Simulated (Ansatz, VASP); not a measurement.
# SnTe: VASP beside Ansatz

```
Sn Te
1.0
    -1.51659    3.03317    3.03317
     3.03317   -1.51659    3.03317
     3.03317    3.03317   -1.51659
Sn Te
1 1
Direct
  0.00000 0.00000 0.00000
  0.75000 0.75000 0.75000
```

Alike in both runs: task single point; functional PBE; k mesh 10 × 10 × 10; occupations gaussian, width 0.03 eV; no spin polarisation.

|  | VASP | Ansatz |
| --- | --- | --- |
| version | VASP 6.6.1 | Ansatz 0.2.0 |
| potentials or method | VASP PAW PBE potentials, release 64 (Sn_d, Te), cutoff 520 eV | scalar-relativistic, plane waves, PAW |
| valence electrons in the cell | 20 | 30 |

Ansatz gave:

```
gap on the k mesh at the Fermi level (eV) : 1.53
least direct gap on the mesh (eV)         : 2.07
rms of the force components (eV/Å)        : 15.622
```

**Question.** Which values does VASP return?

**Answer.** gap on the k mesh at the Fermi level (eV): 1.49; least direct gap on the mesh (eV): 2.03; rms of the force components (eV/Å): 15.813.

Atom by atom the forces differ by 0.191 eV/Å (rms over components). VASP's potentials hold 20 valence electrons a cell and Ansatz's 30, so a difference there can come from the potentials and not from the codes.

Spin-orbit coupling is off throughout.
